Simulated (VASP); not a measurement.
Set up this calculation in VASP 6.6.1, as the native input.

| Property | Result |
| --- | --- |
| Task | single point |
| Functional | PBE |
| Potentials or basis | VASP PAW PBE potentials, release 64 (Cu) |
| Cutoff | 520 eV |
| k mesh | 24 × 24 × 24 |
| Occupations | gaussian, width 0.15 eV |
| Spin | no spin polarisation |
| Dipole correction | no |
| Further INCAR settings | ALGO = Fast; EDIFF = 1e-06; NBANDS = 12 |

The structure of Cu lies in POSCAR:

```
Cu
1.0
    0.0000000000      1.9635717341      1.5315859526
    1.9635717341      0.0000000000      1.5315859526
    1.9635717341      1.9635717341      0.0000000000
Cu
1
Direct
    0.0000000000      0.0000000000      0.0000000000
```

This cell differs from its parent crystal: ratio of the length along z to the lengths across it x 0.78, volume and fractional coordinates fixed.

The input as run:

INCAR

```
ALGO = Fast ; EDIFF = 1E-6
ENCUT = 520 ; GGA = PE
ISIF = 2 ; ISMEAR = 0
LASPH = T ; LCHARG = F
LREAL = F ; LWAVE = F
NBANDS = 12 ; NELM = 100
PREC = Accurate ; SIGMA = 0.15
```

KPOINTS

```
k-points
0
Gamma
  24 24 24
```

Potentials or basis: VASP PAW PBE potentials, release 64 (Cu).

Run with:

```console
$ cat potpaw_PBE.64/Cu/POTCAR > POTCAR
$ mpirun -np 1 vasp_std > vasp.out
```

It gave:

| Property | Result |
| --- | --- |
| Pressure | 3.2 GPa |

It took 2.1 min on 1 thread of Intel(R) Xeon(R) Platinum 8375C CPU @ 2.90GHz (Ice Lake), with other jobs on the host, peak memory 0.26 GiB.
